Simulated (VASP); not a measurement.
# Ca2Ta3O (P4mm) in VASP: further runs

The runs below take Ca2Ta3O through relaxation of cell and atoms, single point, with PBE.

Everything below comes from runs of VASP 6.6.1. Logs are shortened: lines on timing, memory, paths and dates and some standing lists are left out, and cuts for length are marked.

## (1) The cell of the first run

Symmetry: P4mm, No. 99, tetragonal system. Conventional cell: a = 3.527 Å, b = 3.527 Å, c = 8.598 Å, α = 90.00°, β = 90.00°, γ = 90.00°. Ca (site symmetry 4mm) has 6 Ta at 2.72 to 2.91 Å and 4 O at 2.83 Å and 4 Ca at 3.53 Å within 3.6 Å. Ca (site symmetry 4mm) has 1 O at 2.82 Å and 9 Ta at 2.88 to 2.93 Å and 4 Ca at 3.53 Å within 3.7 Å. Ta (site symmetry 4mm) has 9 Ta at 2.86 to 3.53 Å and 5 Ca at 2.91 to 2.92 Å within 3.8 Å. Within 3.6 Å of Ta (site symmetry 4mm) lie 5 Ca at 2.72 to 2.88 Å and 4 O at 2.85 Å and 5 Ta at 2.97 to 3.53 Å. Ta (site symmetry 4mm) has 1 O at 2.85 Å and 8 Ta at 2.86 to 3.53 Å and 5 Ca at 2.91 to 2.93 Å within 3.8 Å. O (site symmetry 4mm) has 5 Ca at 2.82 to 2.83 Å and 5 Ta at 2.85 Å and 4 O at 3.53 Å within 3.7 Å.

The cell was generated, and may not be a known phase.

## (2) Relaxation of cell and atoms, PBE

Input file INCAR:

```
PREC     = Accurate       # precision mode
ENCUT    = 600            # plane-wave cutoff, eV
EDIFF    = 1E-6           # SCF threshold, eV
ISMEAR   = 0              # smearing method
SIGMA    = 0.1            # smearing width, eV
LREAL    = F              # projectors in reciprocal space
LASPH    = T              # aspherical terms in the spheres
NELM     = 100            # most SCF steps
ALGO     = Normal         # electronic algorithm
ISIF     = 3              # what is computed and relaxed
LWAVE    = F              # write WAVECAR
LCHARG   = F              # write CHGCAR
GGA      = PE             # functional
IBRION   = 2              # ionic algorithm
NSW      = 90             # ionic steps
EDIFFG   = -0.04          # ionic threshold
```

Input file KPOINTS:

```
regular mesh
0
Gamma
  6 6 2
```

Input file POSCAR:

```
Ca2Ta3O
1.0
    3.5270007100      0.0000000000      0.0000000000
    0.0000000000      3.5270007100      0.0000000000
    0.0000000000      0.0000000000      8.5977443400
Ca Ta O
2 3 1
Direct
    0.0000000000      0.0000000000      0.0094770000
    0.5000000000      0.5000000000      0.4938240100
    0.0000000000      0.0000000000      0.6709480300
    0.0000000000      0.0000000000      0.3257620000
    0.5000000000      0.5000000000      0.8341779700
    0.5000000000      0.5000000000      0.1658110000
```

Potentials or basis: VASP PAW PBE potentials, release 64 (Ca_sv, Ta_pv, O).

The run is started by

```console
> cat potpaw_PBE.64/Ca_sv/POTCAR potpaw_PBE.64/Ta_pv/POTCAR potpaw_PBE.64/O/POTCAR > POTCAR
> mpirun -np 1 vasp_std > vasp.out
```

OUTCAR:

```text
PREC = Accurate
   ENCUT = 600
   EDIFF = 1E-6
   ISMEAR = 0
   LREAL = F
   LASPH = T
   NELM = 100
   ISIF = 3
   GGA = PE
   IBRION = 2
   NSW = 90
   EDIFFG = -0.04

 ion  position               nearest neighbor table
   1  0.000  0.000  0.009-   4 2.72   3 2.91   5 2.91   5 2.91   5 2.91   5 2.91
   2  0.500  0.500  0.494-   4 2.88   4 2.88   4 2.88   4 2.88   3 2.92   3 2.92   3 2.92   3 2.92
                             5 2.93
   3  0.000  0.000  0.671-   5 2.86   5 2.86   5 2.86   5 2.86   1 2.91   2 2.92   2 2.92   2 2.92
                             2 2.92   4 2.97
   4  0.000  0.000  0.326-   1 2.72   2 2.88   2 2.88   2 2.88   2 2.88   3 2.97
   5  0.500  0.500  0.834-   3 2.86   3 2.86   3 2.86   3 2.86   1 2.91   1 2.91   1 2.91   1 2.91
                             2 2.93
   6  0.500  0.500  0.166-

  LATTYP: Found a simple tetragonal cell.
 ALAT       =     3.5270007100
 C/A-ratio  =     2.4376928294

  Lattice vectors:

 A1 = (   3.5270007100,   0.0000000000,   0.0000000000)
 A2 = (   0.0000000000,   3.5270007100,   0.0000000000)
 A3 = (   0.0000000000,   0.0000000000,   8.5977443400)

Analysis of symmetry for initial positions (statically):
=====================================================================
 Subroutine PRICEL returns:
 Original cell was already a primitive cell.

 Routine SETGRP: Setting up the symmetry group for a
 simple tetragonal supercell.

 Subroutine GETGRP returns: Found  8 space group operations
 (whereof  8 operations were pure point group operations)
 out of a pool of 16 trial point group operations.

The static configuration has the point symmetry C_4v.

Analysis of symmetry for dynamics (positions and initial velocities):
=====================================================================
 Subroutine PRICEL returns:
 Original cell was already a primitive cell.

 Routine SETGRP: Setting up the symmetry group for a
 simple tetragonal supercell.

 Subroutine GETGRP returns: Found  8 space group operations
 (whereof  8 operations were pure point group operations)
 out of a pool of 16 trial point group operations.

The dynamic configuration has the point symmetry C_4v.

 Subroutine INISYM returns: Found  8 space group operations
 (whereof  8 operations are pure point group operations),
 and found     1 'primitive' translations

----------------------------------------------------------------------------------------

                                     Primitive cell

  volume of cell :     106.9537

  direct lattice vectors                    reciprocal lattice vectors
     3.527000710  0.000000000  0.000000000     0.283527020  0.000000000  0.000000000
     0.000000000  3.527000710  0.000000000     0.000000000  0.283527020  0.000000000
     0.000000000  0.000000000  8.597744340     0.000000000  0.000000000  0.116309576

  length of vectors
     3.527000710  3.527000710  8.597744340     0.283527020  0.283527020  0.116309576

  position of ions in fractional coordinates (direct lattice)
     0.000000000  0.000000000  0.009477000
     0.500000000  0.500000000  0.493824010
     0.000000000  0.000000000  0.670948030
     0.000000000  0.000000000  0.325762000
     0.500000000  0.500000000  0.834177970
     0.500000000  0.500000000  0.165811000

  ion indices of the primitive-cell ions
   primitive index   ion index
                 1           1
                 2           2
                 3           3
                 4           4
                 5           5
                 6           6

----------------------------------------------------------------------------------------

 KPOINTS: regular mesh

Automatic generation of k-mesh.
 Grid dimensions read from file:
 generate k-points for:    6    6    2

 Generating k-lattice:

  Cartesian coordinates                     Fractional coordinates (reciprocal lattice)
     0.047254503  0.000000000  0.000000000     0.166666667  0.000000000  0.000000000
     0.000000000  0.047254503  0.000000000     0.000000000  0.166666667  0.000000000
     0.000000000  0.000000000  0.058154788     0.000000000  0.000000000  0.500000000

  Length of vectors
     0.047254503  0.047254503  0.058154788

  Shift w.r.t. Gamma in fractional coordinates (k-lattice)
     0.000000000  0.000000000  0.000000000

 Subroutine IBZKPT returns following result:
 ===========================================

 Found     20 irreducible k-points:

 Following reciprocal coordinates:
            Coordinates               Weight
  0.000000  0.000000  0.000000      1.000000
  0.166667  0.000000  0.000000      4.000000
  0.333333  0.000000  0.000000      4.000000
  0.500000  0.000000  0.000000      2.000000
  0.166667  0.166667  0.000000      4.000000
  0.333333  0.166667  0.000000      8.000000
[... 12 lines left out ...]
  0.500000  0.333333  0.500000      4.000000
  0.500000  0.500000  0.500000      1.000000
   k-points           NKPTS =     20   k-points in BZ     NKDIM =     20   number of bands    NBANDS=     35
   number of dos      NEDOS =    301   number of ions     NIONS =      6
   total plane-waves  NPLWV =  54880
   dimension x,y,z NGX =    28 NGY =   28 NGZ =   70
   dimension x,y,z NGXF=    56 NGYF=   56 NGZF=  140
   ions per type =               2   3   1
   NGX,Y,Z   is equivalent  to a cutoff of  13.20, 13.20, 13.54 a.u.
   NGXF,Y,Z  is equivalent  to a cutoff of  26.40, 26.40, 27.07 a.u.
 SYSTEM =  unknown system
   PREC   = accura    normal or accurate (medium, high low for compatibility)
   ISTART =      0    job   : 0-new  1-cont  2-samecut
   ICHARG =      2    charge: 1-file 2-atom 10-const
   ISPIN  =      1    spin polarized calculation?
   LNONCOLLINEAR =      F non collinear calculations
   LSORBIT =      F    spin-orbit coupling
   LASPH  =      T    aspherical Exc in radial PAW
   ENCUT  =  600.0 eV  44.10 Ry    6.64 a.u.   7.04  7.04 17.17*2*pi/ulx,y,z
   NELM   =    100;   NELMIN=  2; NELMDL= -5     # of ELM steps
   EDIFF  = 0.1E-05   stopping-criterion for ELM
   LREAL  =      F    real-space projection
   EDIFFG = -.4E-01   stopping-criterion for IOM
   NSW    =     90    number of steps for IOM
   IBRION =      2    ionic relax: 0-MD 1-quasi-New 2-CG
   NFREE  =      1    steps in history (QN), initial steepest desc. (CG)
   ISIF   =      3    stress and relaxation
   ISYM   =      2    0-nonsym 1-usesym 2-fastsym
   POTIM  = 0.5000    time-step for ionic-motion
   TEBEG  =    0.0;   TEEND  =   0.0 temperature during run
   PSTRESS=    0.0 pullay stress
   NELECT =      59.0000    total number of electrons
   NUPDOWN=      -1.0000    fix difference up-down
   EMIN   =  10.00;   EMAX   =-10.00  energy-range for DOS
   EFERMI =   0.00;   METHOD = LEGACY
   ISMEAR =     0;   SIGMA  =   0.10  broadening in eV -4-tet -1-fermi 0-gaus
   EFERMI_NEDOS =   21; number of points for ismear=-14 and -15
   IALGO  =     38    algorithm
   IMIX   =      4    mixing-type and parameters
     AMIX     =   0.40;   BMIX     =  1.00
     AMIX_MAG =   1.60;   BMIX_MAG =  1.00
  volume/ion in A,a.u.               =      17.83       120.29
  Fermi-wavevector in a.u.,A,eV,Ry     =   1.342642  2.537226 24.527060  1.802688
  Thomas-Fermi vector in A             =   2.470780
   LORBIT       =      0    0 simple, 1 ext, 2 COOP (PROOUT), +10 PAW based schemes
   GGA     = PE    functional components
   LHFCALC =     F    Hartree Fock is set to
   AEXX    =    0.0000 exact exchange contribution
   IVDW    =     0    specifies the selected vdW correction
   LEPSILON=     F    determine dielectric tensor
   LRPA    =     F    only Hartree local field effects (RPA)
 conjugate gradient relaxation of ions
 non-spin polarized calculation
 Gauss-broadening in eV      SIGMA  =   0.10
  energy-cutoff  :      600.00
  volume of cell :      106.95
 maximum number of plane-waves:      3624
   NGX = 15   NGY = 15   NGZ = 35

--------------------------------------- Ionic step        1  -------------------------------------------

 number of electron      58.9999993 magnetization

 Free energy of the ion-electron system (eV)
  ---------------------------------------------------
  ext. energy  EPLUGINS =         0.00000000
  ---------------------------------------------------
  free energy    TOTEN  =       -39.96465547 eV

  energy without entropy =      -39.93232050  energy(sigma->0) =      -39.94848799

------------------------ aborting loop because EDIFF is reached ----------------------------------------

  FORCE on cell =-STRESS in cart. coord.  units (eV):
  Direction    XX          YY          ZZ          XY          YZ          ZX
  --------------------------------------------------------------------------------------
  -------------------------------------------------------------------------------------
  Total        3.9219967      3.9219967      9.6799892      0.0000000      0.0000000      0.0000000
  in kB       58.7519365     58.7519365    145.0072900      0.0000000      0.0000000      0.0000000
  external PRESSURE =      87.5037210 kB  Pullay stress =       0.0000000 kB
[... 101 lines left out ...]
  FREE ENERGIE OF THE ION-ELECTRON SYSTEM (eV)
  ---------------------------------------------------
  free  energy   TOTEN  =       -40.9462430569 eV

  energy  without entropy=      -40.9141664471  energy(sigma->0) =      -40.93020475

[... ionic steps 4 to 42 ...]

--------------------------------------- Ionic step       43  -------------------------------------------

 number of electron      58.9999976 magnetization

------------------------ aborting loop because EDIFF is reached ----------------------------------------

  FORCE on cell =-STRESS in cart. coord.  units (eV):
  Direction    XX          YY          ZZ          XY          YZ          ZX
  --------------------------------------------------------------------------------------
  -------------------------------------------------------------------------------------
  Total        0.5525863      0.5525863     -0.6486920      0.0000000      0.0000000      0.0000000
  in kB        8.0542563      8.0542563     -9.4550509      0.0000000      0.0000000      0.0000000
  external PRESSURE =       2.2178206 kB  Pullay stress =       0.0000000 kB
[... 65 lines left out ...]
  energy  without entropy=      -44.2841544376  energy(sigma->0) =      -44.29553120

--------------------------------------- Ionic step       45  -------------------------------------------

 number of electron      58.9999970 magnetization

 Free energy of the ion-electron system (eV)
  ---------------------------------------------------
  ext. energy  EPLUGINS =         0.00000000
  ---------------------------------------------------
  free energy    TOTEN  =       -44.30918514 eV

  energy without entropy =      -44.28690130  energy(sigma->0) =      -44.29804322

 E-fermi :   5.2026     XC(G=0): -11.2958

 val. band max:        5.1828792366   @ k =   0.3333   0.1667   0.0000
 cond. band min:       5.2039859114   @ k =   0.3333   0.1667   0.5000
 fundamental gap:      0.0211066749
 Fermi energy:         5.2026042197

 k-point     1 :       0.0000    0.0000    0.0000
  band No.  band energies     occupation
      1     -35.9800      2.00000
      2     -35.2077      2.00000
      3     -29.4416      2.00000
      4     -29.3852      2.00000
      5     -29.0070      2.00000
      6     -29.0070      2.00000
[... 782 lines left out ...]
  FREE ENERGIE OF THE ION-ELECTRON SYSTEM (eV)
  ---------------------------------------------------
  free  energy   TOTEN  =       -44.3091851356 eV

  energy  without entropy=      -44.2869013044  energy(sigma->0) =      -44.29804322

 reached required accuracy - stopping structural energy minimisation
```

Wall time 27 min (1 thread of Intel Xeon 6975P-C (Granite Rapids), shared host); peak memory 0.29 GiB.

What came out:

```
Free energy                           : -44.3092 eV
Relaxed volume                        : 18.35 Å³/atom
Relaxed cell                          : a = 2.886 Å, b = 2.886 Å, c = 13.223 Å, α = 90.00°, β = 90.00°, γ = 90.00°
Space group after relaxing (to 0.1 Å) : P4mm (No. 99)
Energy gained by relaxing             : 724.1 meV/atom
Ionic steps                           : 45
Pressure after relaxing               : 0.0 GPa
Largest force after relaxing          : 0.039 eV/Å
Band gap on the k mesh                : zero (an odd number of electrons rules out a gap without spin polarisation)
```

Forces in eV/Å, atoms in the order of the input:
```
Ca   0.000  0.000 -0.039
Ca   0.000  0.000  0.014
Ta   0.000  0.000 -0.033
Ta   0.000  0.000  0.026
Ta   0.000  0.000  0.015
O    0.000  0.000  0.018
```

The path:
| step | energy change (eV) | largest force (eV/Å) | pressure (GPa) | volume (Å³) |
| --- | --- | --- | --- | --- |
| 1 | 0.0000 | 2.7750 | 8.75 | 106.95 |
| 3 | -0.9816 | 1.5693 | -5.08 | 124.38 |
| 5 | -1.9437 | 1.6335 | 2.82 | 119.15 |
| 7 | -2.3486 | 2.5454 | 2.07 | 123.50 |
| 9 | -2.7111 | 0.8433 | -5.05 | 130.55 |
| 11 | -3.0711 | 1.3632 | -2.32 | 121.74 |
| 13 | -3.1584 | 0.6942 | 1.79 | 117.64 |
| 15 | -3.2879 | 0.8033 | -0.45 | 121.20 |
| 17 | -3.4092 | 0.2471 | -2.36 | 120.49 |
| 19 | -3.4492 | 0.7161 | -3.25 | 120.06 |
| 21 | -3.5154 | 1.1393 | -3.19 | 119.37 |
| 23 | -3.6258 | 1.7920 | -1.94 | 116.27 |
| 25 | -3.7232 | 1.4139 | -2.24 | 116.67 |
| 27 | -3.8721 | 1.5894 | 2.19 | 110.93 |
| 29 | -3.9592 | 1.0977 | 0.06 | 113.12 |
| 31 | -4.1425 | 0.5822 | -2.74 | 115.30 |
| 33 | -4.1847 | 0.6753 | -0.81 | 113.23 |
| 35 | -4.2359 | 0.8578 | 1.76 | 110.28 |
| 37 | -4.2549 | 0.7192 | 3.17 | 107.15 |
| 39 | -4.3317 | 0.2428 | -0.51 | 110.70 |
| 41 | -4.3347 | 0.2222 | -0.22 | 110.43 |
| 43 | -4.3399 | 0.1050 | 0.22 | 109.92 |
| 45 | -4.3445 | 0.0393 | 0.03 | 110.12 |

Final structure:
```
Ca Ta O
1.0
     2.88589    0.00000    0.00000
     0.00000    2.88589    0.00000
     0.00000    0.00000   13.22251
Ca Ta O
2 3 1
Direct
  0.00000 0.00000 0.05628
  0.50000 0.50000 0.47123
  0.00000 0.00000 0.68422
  0.00000 0.00000 0.27475
  0.50000 0.50000 0.84837
  0.50000 0.50000 0.16515
```

Levels at points of the mesh, in eV from the Fermi level:
```
           k point  band 26  band 27  band 28  band 29  band 30  band 31  band 32  band 33  band 34  band 35
(0.00, 0.00, 0.00)    -2.57    -2.31    -1.18    -1.15    -0.59     0.93     1.25     1.67     1.67     1.68
(0.50, 0.00, 0.00)    -1.09    -0.89    -0.64    -0.63    -0.34     0.33     0.68     1.46     1.47     2.38
(0.50, 0.50, 0.00)    -1.22    -1.04     0.13     0.13     0.65     0.65     0.89     1.07     2.83     2.83
(0.00, 0.00, 0.50)    -2.31    -2.21    -1.47    -1.18    -0.56     0.93     1.29     1.44     1.67     1.67
(0.50, 0.00, 0.50)    -1.20    -1.00    -0.68    -0.67    -0.24     0.46     0.67     1.46     1.47     2.38
(0.50, 0.50, 0.50)    -1.26    -1.08     0.01     0.01     0.86     0.86     1.12     1.17     2.61     2.61
```

Caveat: the k points lie up to 0.36 Å⁻¹ apart in the final cell, too coarse for converged energies and pressures of a metal; a cell axis changed by over 15 % at a fixed basis, so the end point is rough; spin-orbit coupling is left out, which moves the levels of the heavy elements; an odd number of electrons without spin polarisation forces a metal; a magnetic or distorted state may lie lower.

## (3) Single point, PBE

This run uses another cell than the first one, of 21.22 Å³/atom.

Input file INCAR:

```
SYSTEM = Ca2Ta3O
PREC = Accurate
ENCUT = 520
EDIFF = 1E-6
ISMEAR = 0
SIGMA = 0.1
LREAL = .FALSE.
LASPH = .TRUE.
NELM = 80
ALGO = Normal
ISIF = 2
LWAVE = .FALSE.
LCHARG = .TRUE.
GGA = PE
LELF = .TRUE.
LVHAR = .TRUE.
NBANDS = 38
```

Input file KPOINTS:

```
Automatic mesh
0
G
  12 12 4
  0 0 0
```

Input file POSCAR:

```
Ca2Ta3O
1.0
    3.2184060394      0.0000000000      0.0000000000
    0.0000000000      3.2184060394      0.0000000000
    0.0000000000      0.0000000000     12.2935544711
Ca Ta O
2 3 1
Direct
    0.0000000000      0.0000000000      0.9938359402
    0.5000000000      0.5000000000      0.4754578018
    0.0000000000      0.0000000000      0.6876006301
    0.0000000000      0.0000000000      0.2782287282
    0.5000000000      0.5000000000      0.8013070669
    0.5000000000      0.5000000000      0.2635698427
```

Potentials or basis: VASP PAW PBE potentials, release 64 (Ca_sv, Ta_pv, O).

The run is started by

```console
> cat potpaw_PBE.64/Ca_sv/POTCAR potpaw_PBE.64/Ta_pv/POTCAR potpaw_PBE.64/O/POTCAR > POTCAR
> mpirun -np 1 vasp_std > vasp.out
```

It took 3.7 min on 1 thread of Intel Xeon 6975P-C (Granite Rapids), shared host; peak memory 0.48 GiB.

It converged, with:

- Free energy: -44.0204 eV
- Pressure: 0.1 GPa
- Largest force: 0.013 eV/Å
- Band gap on the k mesh: zero (an odd number of electrons rules out a gap without spin polarisation)

Forces on the atoms (eV/Å):
```
Ca   0.000  0.000  0.009
Ca   0.000  0.000  0.010
Ta   0.000  0.000 -0.003
Ta   0.000  0.000 -0.002
Ta   0.000  0.000  0.000
O    0.000  0.000 -0.013
```

Levels at points of the mesh, in eV from the Fermi level:
| k point | band 27 | band 28 | band 29 | band 30 | band 31 | band 32 |
| --- | --- | --- | --- | --- | --- | --- |
| (0.00, 0.00, 0.00) | -2.58 | -0.75 | 0.84 | 0.91 | 0.97 | 0.97 |
| (0.50, 0.00, 0.00) | -0.63 | -0.60 | 0.01 | 0.03 | 0.64 | 0.94 |
| (0.50, 0.50, 0.00) | -1.40 | -1.18 | -0.47 | -0.17 | -0.17 | 0.96 |
| (0.00, 0.00, 0.50) | -2.28 | -1.27 | 0.92 | 0.95 | 0.95 | 0.98 |
| (0.50, 0.00, 0.50) | -0.63 | -0.60 | -0.02 | 0.16 | 0.54 | 0.98 |
| (0.50, 0.50, 0.50) | -1.33 | -1.26 | -0.48 | -0.24 | -0.24 | 1.16 |

Caveat: spin-orbit coupling is left out, which moves the levels of the heavy elements; an odd number of electrons without spin polarisation forces a metal; a magnetic or distorted state may lie lower.

The gap in the log of VASP goes by the Fermi energy; the results here count the filled bands.